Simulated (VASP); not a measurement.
Crystal: LiHf3As2.

```
Li Hf As
1.0
     5.62138    0.00000    0.00000
    -2.81069    4.86826    0.00000
     0.00000    0.00000    4.37219
Li Hf As
1 3 2
Direct
  0.00000 0.00000 0.00000
  0.50000 0.00000 0.50000
  0.50000 0.50000 0.50000
  0.00000 0.50000 0.50000
  0.33333 0.66667 0.00000
  0.66667 0.33333 0.00000
```

The cell was built from a structure type or drawn by symmetry, and may not be a known phase.

| Property | Result |
| --- | --- |
| Program | VASP 6.6.1 |
| Task | relaxation of cell and atoms |
| Functional | PBE |
| Potentials or basis | VASP PAW PBE potentials, release 64 (Li_sv, Hf_pv, As) |
| Cutoff | 600 eV |
| k mesh | 6 × 6 × 4 |
| Occupations | gaussian, width 0.1 eV |
| Spin | no spin polarisation |

At the start: pressure 10.8 GPa; volume 19.94 Å³/atom.

Q: How do energy, volume and symmetry change on relaxing?

A: Over 8 steps the energy falls by 235.6 meV/atom and the volume is 23.21 Å³/atom (+16.4 %); space group P6/mmm (No. 191, to 0.1 Å) before and after.

Step by step:
| step | energy change (eV) | largest force (eV/Å) | pressure (GPa) | volume (Å³) |
| --- | --- | --- | --- | --- |
| 1 | 0.0000 | 0.0000 | 10.80 | 119.65 |
| 2 | -0.7392 | 0.0000 | -5.04 | 144.25 |
| 3 | -0.7791 | 0.0000 | -2.73 | 139.29 |
| 4 | -1.2697 | 0.0000 | -1.94 | 139.72 |
| 5 | -1.3824 | 0.0000 | -1.11 | 139.58 |
| 6 | -1.3194 | 0.0000 | 1.60 | 138.51 |
| 7 | -1.4121 | 0.0000 | -0.44 | 139.35 |
| 8 | -1.4134 | 0.0000 | -0.25 | 139.28 |

Final structure:
```xyz
6
Lattice="6.4260 0.0000 0.0000 -3.2130 5.5651 0.0000 0.0000 0.0000 3.8948" Properties=species:S:1:pos:R:3 pbc="T T T"
Li    0.0000    0.0000    0.0000
Hf    3.2130    0.0000    1.9474
Hf    1.6065    2.7825    1.9474
Hf   -1.6065    2.7825    1.9474
As    0.0000    3.7101    0.0000
As    3.2130    1.8550    0.0000
```

Caveat: the cutoff is under 1.25 times the usual one of these potentials, so pressure, stress and relaxed cells hold a basis-set (Pulay) error; the volume moved by over 15 % at a fixed basis, so the end points are rough.
